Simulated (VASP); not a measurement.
# C (P2_1/m) in VASP: a series of runs, part 2 of 2

VASP 6.6.1. The steps go on from the part before.

## 3. Single point, PBE+D3(BJ) (engineering shear strain xy -0.3000, normal strain along z +0.0000)

INCAR

```
PREC = Accurate
ENCUT = 520
EDIFF = 1E-6
ISMEAR = 0
SIGMA = 0.15
LREAL = F
LASPH = T
NELM = 80
ALGO = Normal
ISIF = 2
LWAVE = F
LCHARG = F
GGA = PE
IVDW = 12
NBANDS = 16
```

KPOINTS

```
regular mesh
0
Gamma
  18 18 6
```

POSCAR

```
C
1.0
    2.4649495834     -0.3697424375      0.0000000000
   -1.5526811355      2.3195801770      0.0000000000
    0.0000000000      0.0000000000      6.7410272571
C
4
Direct
    0.0000000000      0.0000000000      0.0025000000
    0.0000000000      0.0000000000      0.5025000000
    0.3333333333      0.6666666667      0.0025000000
    0.6666666667      0.3333333333      0.5025000000
```

Potentials or basis: VASP PAW PBE potentials, release 64 (C).

Run with:

```console
$ cat potpaw_PBE.64/C/POTCAR > POTCAR
$ mpirun -np 1 vasp_std > vasp.out
```

OUTCAR:

```text
PREC = Accurate
   ENCUT = 520
   EDIFF = 1E-6
   ISMEAR = 0
   LREAL = F
   LASPH = T
   NELM = 80
   ISIF = 2
   GGA = PE
   IVDW = 12
 IVDW          = 12

 ion  position               nearest neighbor table
   1  0.000  0.000  0.002-   3 1.24   3 1.44   3 1.61
   2  0.000  0.000  0.502-   4 1.24   4 1.44   4 1.61
   3  0.333  0.667  0.002-   1 1.24   1 1.44   1 1.61
   4  0.667  0.333  0.502-   2 1.24   2 1.44   2 1.61

  LATTYP: Found a simple monoclinic cell.
 ALAT       =     2.1526962004
 B/A-ratio  =     3.1314345497
 C/A-ratio  =     1.1578624105
 COS(beta)  =    -0.2847292703

  Lattice vectors:

 A1 = (   0.9122684479,   1.9498377395,   0.0000000000)
 A2 = (   0.0000000000,   0.0000000000,  -6.7410272571)
 A3 = (  -2.4649495834,   0.3697424375,   0.0000000000)

Analysis of symmetry for initial positions (statically):
=====================================================================
 Subroutine PRICEL returns:
 Original cell was already a primitive cell.

 Routine SETGRP: Setting up the symmetry group for a
 simple monoclinic supercell.

 Subroutine GETGRP returns: Found  4 space group operations
 (whereof  1 operations were pure point group operations)
 out of a pool of  4 trial point group operations.

The static configuration has the point symmetry C_1 .
 The point group associated with its full space group is C_2h.

Analysis of symmetry for dynamics (positions and initial velocities):
=====================================================================
 Subroutine PRICEL returns:
 Original cell was already a primitive cell.

 Routine SETGRP: Setting up the symmetry group for a
 simple monoclinic supercell.

 Subroutine GETGRP returns: Found  4 space group operations
 (whereof  1 operations were pure point group operations)
 out of a pool of  4 trial point group operations.

The dynamic configuration has the point symmetry C_1 .
 The point group associated with its full space group is C_2h.

 Subroutine INISYM returns: Found  4 space group operations
 (whereof  1 operations are pure point group operations),
 and found     1 'primitive' translations

----------------------------------------------------------------------------------------

                                     Primitive cell

  volume of cell :      34.6729

  direct lattice vectors                    reciprocal lattice vectors
     2.464949583 -0.369742438  0.000000000     0.450968190  0.301869195  0.000000000
    -1.552681136  2.319580177  0.000000000     0.071884593  0.479230622  0.000000000
     0.000000000  0.000000000  6.741027257     0.000000000  0.000000000  0.148345343

  length of vectors
     2.492526012  2.791284813  6.741027257     0.542676072  0.484591977  0.148345343

  position of ions in fractional coordinates (direct lattice)
     0.000000000  0.000000000  0.002500000
     0.000000000  0.000000000  0.502500000
     0.333333333  0.666666667  0.002500000
     0.666666667  0.333333333  0.502500000

  ion indices of the primitive-cell ions
   primitive index   ion index
                 1           1
                 2           2
[... 26 lines left out ...]

 Found    656 irreducible k-points:

 Following reciprocal coordinates:
            Coordinates               Weight
  0.000000  0.000000  0.000000      1.000000
  0.055556 -0.000000  0.000000      2.000000
  0.111111 -0.000000  0.000000      2.000000
  0.166667  0.000000  0.000000      2.000000
  0.222222 -0.000000  0.000000      2.000000
  0.277778  0.000000  0.000000      2.000000
[... 16 lines left out ...]
 -0.333333  0.055556  0.000000      2.000000
 -0.277778  0.055556  0.000000      2.000000
 [... further k-points ...]
   k-points           NKPTS =    656   k-points in BZ     NKDIM =    656   number of bands    NBANDS=     16
   number of dos      NEDOS =    301   number of ions     NIONS =      4
   total plane-waves  NPLWV =  24000
   dimension x,y,z NGX =    20 NGY =   24 NGZ =   50
   dimension x,y,z NGXF=    40 NGYF=   48 NGZF=  100
   ions per type =               4
   NGX,Y,Z   is equivalent  to a cutoff of  13.34, 14.29, 12.33 a.u.
   NGXF,Y,Z  is equivalent  to a cutoff of  26.68, 28.59, 24.66 a.u.
 SYSTEM =  unknown system
   PREC   = accura    normal or accurate (medium, high low for compatibility)
   ISTART =      0    job   : 0-new  1-cont  2-samecut
   ICHARG =      2    charge: 1-file 2-atom 10-const
   ISPIN  =      1    spin polarized calculation?
   LNONCOLLINEAR =      F non collinear calculations
   LSORBIT =      F    spin-orbit coupling
   LASPH  =      T    aspherical Exc in radial PAW
   ENCUT  =  520.0 eV  38.22 Ry    6.18 a.u.   4.63  5.19 12.53*2*pi/ulx,y,z
   NELM   =     80;   NELMIN=  2; NELMDL= -5     # of ELM steps
   EDIFF  = 0.1E-05   stopping-criterion for ELM
   LREAL  =      F    real-space projection
   EDIFFG = 0.1E-04   stopping-criterion for IOM
   NSW    =      0    number of steps for IOM
   IBRION =     -1    ionic relax: 0-MD 1-quasi-New 2-CG
   NFREE  =      0    steps in history (QN), initial steepest desc. (CG)
   ISIF   =      2    stress and relaxation
   ISYM   =      2    0-nonsym 1-usesym 2-fastsym
   POTIM  = 0.5000    time-step for ionic-motion
   TEBEG  =    0.0;   TEEND  =   0.0 temperature during run
   PSTRESS=    0.0 pullay stress
   NELECT =      16.0000    total number of electrons
   NUPDOWN=      -1.0000    fix difference up-down
   EMIN   =  10.00;   EMAX   =-10.00  energy-range for DOS
   EFERMI =   0.00;   METHOD = LEGACY
   ISMEAR =     0;   SIGMA  =   0.15  broadening in eV -4-tet -1-fermi 0-gaus
   EFERMI_NEDOS =   21; number of points for ismear=-14 and -15
   IALGO  =     38    algorithm
   IMIX   =      4    mixing-type and parameters
     AMIX     =   0.40;   BMIX     =  1.00
     AMIX_MAG =   1.60;   BMIX_MAG =  1.00
  volume/ion in A,a.u.               =       8.67        58.50
  Fermi-wavevector in a.u.,A,eV,Ry     =   1.265081  2.390656 21.775168  1.600430
  Thomas-Fermi vector in A             =   2.398353
   LORBIT       =      0    0 simple, 1 ext, 2 COOP (PROOUT), +10 PAW based schemes
   GGA     = PE    functional components
   LHFCALC =     F    Hartree Fock is set to
   AEXX    =    0.0000 exact exchange contribution
   IVDW    =    12    specifies the selected vdW correction
   LEPSILON=     F    determine dielectric tensor
   LRPA    =     F    only Hartree local field effects (RPA)
 non-spin polarized calculation
 Gauss-broadening in eV      SIGMA  =   0.15
  energy-cutoff  :      520.00
  volume of cell :       34.67
 maximum number of plane-waves:       957
   NGX =  9   NGY = 11   NGZ = 25

 number of electron      16.0000000 magnetization

 Free energy of the ion-electron system (eV)
  ---------------------------------------------------
  ext. energy  EPLUGINS =         0.00000000
  ---------------------------------------------------
  free energy    TOTEN  =       -32.13329028 eV

  energy without entropy =      -32.13238631  energy(sigma->0) =      -32.13283830

 E-fermi :   5.5240     XC(G=0): -10.3510

 val. band max:        5.4912239378   @ k =   0.4444   0.1111   0.0000
 cond. band min:       5.6233020279   @ k =   0.4444   0.1111   0.0000
 fundamental gap:      0.1320780901
 Fermi energy:         5.5239791690

 k-point     1 :       0.0000    0.0000    0.0000
  band No.  band energies     occupation
      1     -15.2180      2.00000
      2     -14.9444      2.00000
      3      -3.9247      2.00000
      4      -2.0576      2.00000
      5       0.5830      2.00000
      6       0.6328      2.00000
[... 433 lines left out ...]
      3      -2.4850      2.00000
      4      -2.4067      2.00000
      5      -1.5877      2.00000
      6      -0.4057      2.00000
[... 8 lines left out ...]
     15      17.5829      0.00000
     16      17.7285      0.00000

 [... further k-points ...]

------------------------ aborting loop because EDIFF is reached ----------------------------------------

 Edisp (eV)   -0.52464

 E8    (eV) :    -0.1488

  FORCE on cell =-STRESS in cart. coord.  units (eV):
  Direction    XX          YY          ZZ          XY          YZ          ZX
  --------------------------------------------------------------------------------------
  -------------------------------------------------------------------------------------
  Total      11.94164    11.41367     0.02154    30.67689     0.00000     0.00000
  in kB     551.80431   527.40745     0.99541  1417.53021     0.00000     0.00000
  external pressure =      360.07 kB  Pullay stress =        0.00 kB

 VOLUME and BASIS-vectors are now :
 -----------------------------------------------------------------------------
  energy-cutoff  :      520.00
  volume of cell :       34.67
      direct lattice vectors                 reciprocal lattice vectors
     2.464949583 -0.369742438  0.000000000     0.450968190  0.301869195  0.000000000
    -1.552681136  2.319580177  0.000000000     0.071884593  0.479230622  0.000000000
     0.000000000  0.000000000  6.741027257     0.000000000  0.000000000  0.148345343

 POSITION                                       TOTAL-FORCE (eV/Angst)
 -----------------------------------------------------------------------------------
      0.00000      0.00000      0.01685         4.640492      2.503267      0.000000
      0.00000      0.00000      3.38737        -4.640492     -2.503267      0.000000
     -0.21347      1.42314      0.01685        -4.671067     -2.516021      0.000000
      1.12574      0.52670      3.38737         4.671067      2.516021      0.000000
 -----------------------------------------------------------------------------------
    total drift:                                0.000000      0.000000     -0.000005

  FREE ENERGIE OF THE ION-ELECTRON SYSTEM (eV)
  ---------------------------------------------------
  free  energy   TOTEN  =       -32.6579329518 eV

  energy  without entropy=      -32.6570289880  energy(sigma->0) =      -32.65748097
```

OSZICAR:

```text
N       E                     dE             d eps       ncg     rms          rms(c)
DAV:   1     0.350492683228E+02    0.35049E+02   -0.80385E+03 20992   0.938E+02
DAV:   2    -0.331700471424E+02   -0.68219E+02   -0.61291E+02 29344   0.187E+02
DAV:   3    -0.357813147789E+02   -0.26113E+01   -0.25984E+01 26304   0.346E+01
DAV:   4    -0.358010246911E+02   -0.19710E-01   -0.19707E-01 25880   0.366E+00
DAV:   5    -0.358012949025E+02   -0.27021E-03   -0.27020E-03 26016   0.402E-01    0.107E+01
DAV:   6    -0.329208315695E+02    0.28805E+01   -0.20792E+00 24736   0.105E+01    0.594E+00
DAV:   7    -0.321202865071E+02    0.80055E+00   -0.22339E+00 25936   0.107E+01    0.184E+00
DAV:   8    -0.321369211051E+02   -0.16635E-01   -0.14723E-01 23168   0.260E+00    0.447E-01
DAV:   9    -0.321329701614E+02    0.39509E-02   -0.86759E-03 24800   0.747E-01    0.107E-01
DAV:  10    -0.321332853781E+02   -0.31522E-03   -0.77636E-04 24440   0.192E-01    0.510E-02
DAV:  11    -0.321332917804E+02   -0.64023E-05   -0.46967E-05 24904   0.478E-02    0.111E-02
DAV:  12    -0.321332889899E+02    0.27905E-05   -0.42099E-06 27312   0.147E-02    0.455E-03
DAV:  13    -0.321332903423E+02   -0.13524E-05   -0.13172E-06 22288   0.791E-03    0.230E-03
DAV:  14    -0.321332902779E+02    0.64384E-07   -0.11687E-08 12536   0.919E-04
   1 F= -.32657933E+02 E0= -.32657481E+02  d E =-.903964E-03
```

stdout:

```text
POSCAR found type information on POSCAR C
 POSCAR found :  1 types and       4 ions
 scaLAPACK will be used
 LDA part: xc-table for (Slater+PW92), standard interpolation
 POSCAR, INCAR and KPOINTS ok, starting setup
 FFT: planning ... GRIDC
 FFT: planning ... GRID_SOFT
 FFT: planning ... GRID
 WAVECAR not read
 entering main loop
```

It took 4.2 min on 1 thread of AMD EPYC 9R45 (Zen 5), shared host; peak memory 0.35 GiB.

What came out:

```yaml
Free_energy: -32.6579 eV
Pressure: 36.0 GPa
Largest_force: 5.306 eV/Å
Dispersion_energy_per_atom: -0.131 eV
```

Forces on the atoms (eV/Å):
```
C    4.640  2.503  0.000
C   -4.640 -2.503  0.000
C   -4.671 -2.516  0.000
C    4.671  2.516  0.000
```

Stress tensor (GPa, compression positive):
```
 55.18 141.75   0.00
141.75  52.74   0.00
  0.00   0.00   0.10
```

Caveat: the cell differs from its parent crystal (engineering shear strain xy -0.3000, normal strain along z +0.0000); the cell stands under pressure; forces of over 1 eV/Å act on the atoms, so gaps and moduli don't describe the material at rest.
